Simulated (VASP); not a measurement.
Wanted: the native input for a VASP 6.6.1 run.

| Quantity | Value |
| --- | --- |
| Task | single point |
| Functional | r2SCAN |
| Potentials or basis | VASP PAW PBE potentials, release 64 (Mg, O) |
| Cutoff | 520 eV |
| k mesh | 6 × 6 × 6 |
| Occupations | methfessel-paxton, width 0.02 eV |
| Spin | no spin polarisation |
| Dipole correction | no |
| Further INCAR settings | ALGO = Normal; EDIFF = 1e-06; NBANDS = 16 |

Crystal: MgO.

```xyz
4
Lattice="3.4864 0.0000 0.0000 -1.7432 3.0193 0.0000 0.0000 0.0000 4.1780" Properties=species:S:1:pos:R:3 pbc="T T T"
Mg    1.7432    1.0064    3.1335
Mg    0.0000    2.0129    1.0445
O     1.5311    0.7943    0.7445
O     0.0000    2.0129    3.1335
```

This cell differs from its parent crystal: atom 3 (O) moved by (-0.300, -0.300) A along [1 1 0] and z.

These files were run (other wordings do the same):

POSCAR

```
MgO
1.0
    3.4863778627      0.0000000000      0.0000000000
   -1.7431889314      3.0192917963      0.0000000000
    0.0000000000      0.0000000000      4.1780412200
Mg O
2 2
Direct
    0.6666666667      0.3333333333      0.7500000000
    0.3333333333      0.6666666667      0.2500000000
    0.5706912633      0.2630744618      0.1781960172
    0.3333333333      0.6666666667      0.7500000000
```

INCAR.step1

```
PREC = Accurate ; ENCUT = 520
ISMEAR = 1 ; SIGMA = 0.02
LREAL = False ; LASPH = True
NELM = 60 ; NBANDS = 16
GGA = PE ; ALGO = Normal
EDIFF = 1E-4 ; LWAVE = True
LCHARG = False
```

INCAR.step2

```
PREC = Accurate ; ENCUT = 520
EDIFF = 1E-6 ; ISMEAR = 1
SIGMA = 0.02 ; LREAL = False
LASPH = True ; NELM = 60
ALGO = Normal ; ISIF = 2
LWAVE = False ; LCHARG = False
METAGGA = R2SCAN ; LMIXTAU = True
NBANDS = 16 ; ISTART = 1
```

KPOINTS

```
Automatic mesh
0
Gamma
  6 6 6
```

Potentials or basis: VASP PAW PBE potentials, release 64 (Mg, O).

Run with:

```bash
$ cat potpaw_PBE.64/Mg/POTCAR potpaw_PBE.64/O/POTCAR > POTCAR
$ cp INCAR.step1 INCAR
$ mpirun -np 1 vasp_std > vasp.out
$ cp INCAR.step2 INCAR
$ mpirun -np 1 vasp_std > vasp.out
```

It gave:

- Pressure: 7.4 GPa
- Largest force: 4.787 eV/Å
- Band gap on the k mesh: 3.87 eV

Caveat: the cell differs from its parent crystal (atom 3 (O) moved by (-0.300, -0.300) A along [1 1 0] and z); the cell stands under pressure; the PAW data sets were made with another functional, which shifts forces and pressure a little.

It took 120 s on 1 thread of Intel(R) Xeon(R) 6975P-C (Granite Rapids), with other jobs on the host, peak memory 0.22 GiB.
